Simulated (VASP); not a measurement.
# O (C2/m) in VASP: single point with PBEsol

Aim: the single point of O with PBEsol.

All numbers are computed with VASP 6.6.1; they aren't measurements. Logs are shortened: lines on timing, memory, paths and dates and some standing lists are left out, and cuts for length are marked.

## Step 1: The cell of the first run

The structure is monoclinic, space group C2/m (No. 12). Conventional cell: a = 5.703 Å, b = 3.325 Å, c = 4.363 Å, α = 90.00°, β = 123.29°, γ = 90.00°. Within 1.6 Å of O (site symmetry m) lie 1 O at 1.22 Å.

## Step 2: Single point, PBEsol

POSCAR

```
O
1.0
    2.8514028533     -1.6624159400      0.0000000000
    2.8514028533      1.6624159400      0.0000000000
   -2.3944914034      0.0000000000      3.6470501824
O
2
Direct
    0.9745461700      0.9745461700      0.8444259800
    0.0254538300      0.0254538300      0.1555740200
```

INCAR.step1

```
PREC     = Accurate       # precision mode
ENCUT    = 520            # plane-wave cutoff, eV
EDIFF    = 1E-7           # SCF threshold, eV
ISMEAR   = -1             # smearing method
SIGMA    = 0.05           # smearing width, eV
LREAL    = F              # projectors in reciprocal space
LASPH    = T              # aspherical terms in the spheres
NELM     = 100            # most SCF steps
ALGO     = Normal         # electronic algorithm
ISIF     = 2              # what is computed and relaxed
LWAVE    = F              # write WAVECAR
LCHARG   = T              # write CHGCAR
GGA      = PS             # functional
NBANDS   = 13             # bands
```

KPOINTS.step1

```
Automatic mesh
0
Gamma
  10 10 7
```

INCAR.step2

```
PREC     = Accurate       # precision mode
ENCUT    = 520            # plane-wave cutoff, eV
EDIFF    = 1E-7           # SCF threshold, eV
ISMEAR   = -5             # smearing method
SIGMA    = 0.05           # smearing width, eV
LREAL    = F              # projectors in reciprocal space
LASPH    = T              # aspherical terms in the spheres
NELM     = 100            # most SCF steps
ALGO     = Normal         # electronic algorithm
ISIF     = 2              # what is computed and relaxed
LWAVE    = F              # write WAVECAR
LCHARG   = F              # write CHGCAR
GGA      = PS             # functional
LORBIT   = 11             # projections on sites
NBANDS   = 13             # bands
NEDOS    = 2001           # points of the DOS
ICHARG   = 11             # starting density
```

KPOINTS.step2

```
Automatic mesh
0
Gamma
  15 15 11
```

Potentials or basis: VASP PAW PBE potentials, release 64 (O).

The run is started by

```sh
$ cat potpaw_PBE.64/O/POTCAR > POTCAR
$ cp INCAR.step1 INCAR
$ cp KPOINTS.step1 KPOINTS
$ mpirun -np 1 vasp_std > vasp.out
$ cp INCAR.step2 INCAR
$ cp KPOINTS.step2 KPOINTS
$ mpirun -np 1 vasp_std > vasp.out
```

OUTCAR:

```text
PREC = Accurate
   ENCUT = 520
   EDIFF = 1E-7
   ISMEAR = -5
   LREAL = F
   LASPH = T
   NELM = 100
   ISIF = 2
   GGA = PS
   LORBIT = 11
   ICHARG = 11

 ion  position               nearest neighbor table
   1  0.975  0.975  0.844-   2 1.22
   2  0.025  0.025  0.156-   1 1.22

  LATTYP: Found a base centered monoclinic cell.
 ALAT       =     5.7028057066
 B/A-ratio  =     0.5830168607
 C/A-ratio  =     0.7650377976
 COS(beta)  =    -0.5488350190

  Lattice vectors:

 A1 = (   2.8514028533,  -1.6624159400,   0.0000000000)
 A2 = (   2.8514028533,   1.6624159400,   0.0000000000)
 A3 = (  -2.3944914034,   0.0000000000,   3.6470501824)

Analysis of symmetry for initial positions (statically):
=====================================================================
 Subroutine PRICEL returns:
 Original cell was already a primitive cell.

 Routine SETGRP: Setting up the symmetry group for a
 base centered monoclinic supercell.

 Subroutine GETGRP returns: Found  4 space group operations
 (whereof  4 operations were pure point group operations)
 out of a pool of  4 trial point group operations.

The static configuration has the point symmetry C_2h.

Analysis of symmetry for dynamics (positions and initial velocities):
=====================================================================
 Subroutine PRICEL returns:
 Original cell was already a primitive cell.

 Routine SETGRP: Setting up the symmetry group for a
 base centered monoclinic supercell.

 Subroutine GETGRP returns: Found  4 space group operations
 (whereof  4 operations were pure point group operations)
 out of a pool of  4 trial point group operations.

The dynamic configuration has the point symmetry C_2h.

 Subroutine INISYM returns: Found  4 space group operations
 (whereof  4 operations are pure point group operations),
 and found     1 'primitive' translations

----------------------------------------------------------------------------------------

                                     Primitive cell

  volume of cell :      34.5756

  direct lattice vectors                    reciprocal lattice vectors
     2.851402853 -1.662415940  0.000000000     0.175352283 -0.300767087  0.115128532
     2.851402853  1.662415940  0.000000000     0.175352283  0.300767087  0.115128532
[... 102 lines left out ...]
   ISMEAR =    -5;   SIGMA  =   0.05  broadening in eV -4-tet -1-fermi 0-gaus
   EFERMI_NEDOS =   21; number of points for ismear=-14 and -15
   IALGO  =     38    algorithm
   IMIX   =      4    mixing-type and parameters
     AMIX     =   0.40;   BMIX     =  1.00
     AMIX_MAG =   1.60;   BMIX_MAG =  1.00
  volume/ion in A,a.u.               =      17.29       116.66
  Fermi-wavevector in a.u.,A,eV,Ry     =   1.150479  2.174089 18.008688  1.323601
  Thomas-Fermi vector in A             =   2.287142
   LORBIT       =     11    0 simple, 1 ext, 2 COOP (PROOUT), +10 PAW based schemes
   GGA     = PS    functional components
   LHFCALC =     F    Hartree Fock is set to
   AEXX    =    0.0000 exact exchange contribution
   IVDW    =     0    specifies the selected vdW correction
   LEPSILON=     F    determine dielectric tensor
   LRPA    =     F    only Hartree local field effects (RPA)
 non-spin polarized calculation
 Fermi weights with tetrahedron method with Bloechl corrections
  energy-cutoff  :      520.00
  volume of cell :       34.58
 maximum number of plane-waves:       951
 NGX is ok and might be reduce to    28

 number of electron      11.9999999 magnetization

 Free energy of the ion-electron system (eV)
  ---------------------------------------------------
  ext. energy  EPLUGINS =         0.00000000
  ---------------------------------------------------
  free energy    TOTEN  =        -9.47308923 eV

  energy without entropy =       -9.47308923  energy(sigma->0) =       -9.47308923

 E-fermi :  -1.8222     XC(G=0):  -7.5256

 val. band max:       -1.8075042482   @ k =   0.4667   0.2000   0.0909
 cond. band min:      -1.8288111975   @ k =  -0.2000   0.0667  -0.0000
 fundamental gap:     -0.0213069493
 Fermi energy:        -1.8222443615

 k-point     1 :       0.0000    0.0000    0.0000
  band No.  band energies     occupation
      1     -28.3310      2.00000
      2     -15.5052      2.00000
      3      -9.6433      2.00000
      4      -8.1324      2.00000
      5      -8.0957      2.00000
      6      -1.9327      2.00000
      7      -1.6512      0.00000
      8       4.8205      0.00000
      9       8.5853      0.00000
     10      12.3566      0.00000
     11      13.5451      0.00000
     12      16.1828      0.00000
     13      17.2141      0.00000
[... 354 lines left out ...]
  band No.  band energies     occupation
      1     -28.2949      2.00000
      2     -15.5622      2.00000
      3      -9.5680      2.00000
      4      -8.3138      2.00000
      5      -8.1972      2.00000
      6      -1.8791      2.03792
      7      -1.6246      0.00000
      8       5.5741      0.00000
      9       8.5415      0.00000
     10      10.6804      0.00000
     11      14.2457      0.00000
     12      15.8968      0.00000
     13      15.9760      0.00000

 [... further k-points ...]

------------------------ aborting loop because EDIFF is reached ----------------------------------------

  FORCE on cell =-STRESS in cart. coord.  units (eV):
  Direction    XX          YY          ZZ          XY          YZ          ZX
  --------------------------------------------------------------------------------------
  -------------------------------------------------------------------------------------
  Total       -0.2532558     -0.9433967     -0.3495617      0.0000000      0.0000000     -0.0361764
  in kB      -11.7354579    -43.7154489    -16.1981120      0.0000000      0.0000000     -1.6763526
  external PRESSURE =     -23.8830063 kB  Pullay stress =       0.0000000 kB

 VOLUME and BASIS-vectors are now :
 -----------------------------------------------------------------------------
  energy-cutoff  :      520.00
  volume of cell :       34.58
      direct lattice vectors                 reciprocal lattice vectors
     2.851402853 -1.662415940  0.000000000     0.175352283 -0.300767087  0.115128532
     2.851402853  1.662415940  0.000000000     0.175352283  0.300767087  0.115128532
    -2.394491403  0.000000000  3.647050182     0.000000000  0.000000000  0.274194198

 POSITION                                       TOTAL-FORCE (eV/Angst)
 -----------------------------------------------------------------------------------
      3.53568      0.00000      3.07966        -0.003835      0.000000     -0.446670
     -0.22736      0.00000      0.56739         0.003835      0.000000      0.446670
 -----------------------------------------------------------------------------------
    total drift:                                0.000000     -0.000000     -0.000000

  FREE ENERGIE OF THE ION-ELECTRON SYSTEM (eV)
  ---------------------------------------------------
  free  energy   TOTEN  =        -9.4730892254 eV

  energy  without entropy=       -9.4730892254  energy(sigma->0) =       -9.47308923

 total charge

# of ion       s       p       d       tot
------------------------------------------
    1        1.613   3.268   0.000   4.881
    2        1.613   3.268   0.000   4.881
--------------------------------------------------
tot          3.226   6.535   0.000   9.761
```

OSZICAR.step1:

```text
N       E                     dE             d eps       ncg     rms          rms(c)
DAV:   1     0.415584945679E+02    0.41558E+02   -0.58999E+03  5136   0.810E+02
DAV:   2    -0.791585558530E+01   -0.49474E+02   -0.47752E+02  6772   0.175E+02
DAV:   3    -0.976917758137E+01   -0.18533E+01   -0.18085E+01  5814   0.319E+01
DAV:   4    -0.977678580857E+01   -0.76082E-02   -0.76050E-02  5859   0.244E+00
DAV:   5    -0.977682154071E+01   -0.35732E-04   -0.35732E-04  5817   0.161E-01    0.437E+00
DAV:   6    -0.955171819657E+01    0.22510E+00   -0.17993E-01  5676   0.395E+00    0.232E+00
DAV:   7    -0.949771618167E+01    0.54002E-01   -0.17164E-01  5621   0.375E+00    0.445E-01
DAV:   8    -0.949943989779E+01   -0.17237E-02   -0.16667E-02  5251   0.978E-01    0.173E-01
DAV:   9    -0.949961189451E+01   -0.17200E-03   -0.34052E-04  6003   0.168E-01    0.287E-02
DAV:  10    -0.949962627359E+01   -0.14379E-04   -0.63707E-05  5596   0.666E-02    0.156E-02
DAV:  11    -0.949963071212E+01   -0.44385E-05   -0.87848E-06  5516   0.286E-02    0.371E-03
DAV:  12    -0.949963085568E+01   -0.14356E-06   -0.94943E-07  5837   0.842E-03    0.240E-03
DAV:  13    -0.949963085977E+01   -0.40926E-08   -0.33028E-08  3810   0.163E-03
   1 F= -.94996309E+01 E0= -.94733702E+01  d E =-.525214E-01
```

It took 2 min on 1 thread of Intel Xeon Platinum 8559C (Emerald Rapids), shared host; peak memory 0.32 GiB.

What came out:

* Valence electrons inside the program's atomic spheres: O 4.88

Caveat: the standard files for N, O and F lose accuracy on very short bonds; spin is off for a triplet molecule; this functional lacks dispersion, which holds the molecules together, so the pressure and a relaxed volume are unreliable; the PAW data sets were made with another functional, which shifts forces and pressure a little; tetrahedron occupations give inexact forces and stress in metals.
